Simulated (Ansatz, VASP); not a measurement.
**One calculation of InPd, two programs**

```xyz
2
Lattice="3.3224 0.0000 0.0000 0.0000 3.3224 0.0000 0.0000 0.0000 3.0950" Properties=species:S:1:pos:R:3 pbc="T T T"
In   -0.0825    0.0000    0.0000
Pd    1.7503    1.6612    1.5475
```

Change from the starting cell: mode 4 frozen in at -0.087 Å, strain +e along z and -e/2 along x and y -0.0467.

Alike in both runs: task single point; functional PBEsol; k mesh 14 × 14 × 14; occupations gaussian, width 0.15 eV; no spin polarisation.

|  | VASP | Ansatz |
| --- | --- | --- |
| version | VASP 6.6.1 | Ansatz 0.2.0 |
| potentials or method | VASP PAW PBE potentials, release 64 (In_d, Pd), cutoff 520 eV | scalar-relativistic, plane waves, PAW |
| valence electrons in the cell | 23 | 31 |

|  | VASP | Ansatz | Ansatz less VASP |
| --- | --- | --- | --- |
| gap on the k mesh at the Fermi level (eV) | none | none | - |
| pressure (GPa) | 2.3 | 2.1 | -0.20 |
| traceless stress, the component that is largest in VASP (GPa) | 2.15 | 2.14 | -0.008 |
| rms of the force components (eV/Å) | 0.455 | 0.448 | -0.0069 |

VASP's potentials were made for PBE, not for PBEsol. Atom by atom the forces differ by 0.007 eV/Å (rms over components). A gap of «none» marks a metal or a gap that the smearing closes. With one functional, cell and mesh, what is left measures potentials, basis and numerics. VASP's potentials hold 23 valence electrons a cell and Ansatz's 31, so a difference there can come from the potentials and not from the codes.
